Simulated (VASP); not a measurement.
Write the native input for VASP 6.6.1 that does the following.

```yaml
Task: single point
Functional: LDA
Potentials_or_basis: VASP PAW LDA potentials, release 64 (Ga_d, N)
Cutoff: 520 eV
k_mesh: 7 × 7 × 4
Occupations: fermi-dirac, width 0.05 eV
Spin: no spin polarisation
Dipole_correction: no
Further_INCAR_settings: ALGO = Normal; EDIFF = 1e-06; NBANDS = 26
```

The structure of GaN lies in POSCAR:

```
GaN
1.0
    3.1528929159      0.0000000000      0.0000000000
   -1.5764464580      2.7304853606      0.0000000000
    0.0000000000      0.0000000000      5.1397467189
Ga N
2 2
Direct
    0.6666666667      0.3333333333      0.4992920452
    0.3333333333      0.6666666667     -0.0007079548
    0.6666666667      0.3333333333      0.8757079548
    0.3333333333      0.6666666667      0.3757079548
```

The input as run:

INCAR

```
PREC = Accurate
ENCUT = 520
EDIFF = 1E-6
ISMEAR = -1
SIGMA = 0.05
LREAL = False
LASPH = True
NELM = 80
ALGO = Normal
ISIF = 2
LWAVE = False
LCHARG = False
NBANDS = 26
```

KPOINTS

```
Automatic mesh
0
Gamma
  7 7 4
```

Potentials or basis: VASP PAW LDA potentials, release 64 (Ga_d, N).

Launch:

```console
$ cat potpaw_LDA.64/Ga_d/POTCAR potpaw_LDA.64/N/POTCAR > POTCAR
$ mpirun -np 1 vasp_std > vasp.out
```

It gave:

```yaml
Pressure: 0.9 GPa
Band_gap_on_the_k_mesh: 2.14 eV, direct
```

Wall time 23 s on 1 thread of Intel(R) Xeon(R) 6975P-C (Granite Rapids), with other jobs on the host, peak memory 0.15 GiB.
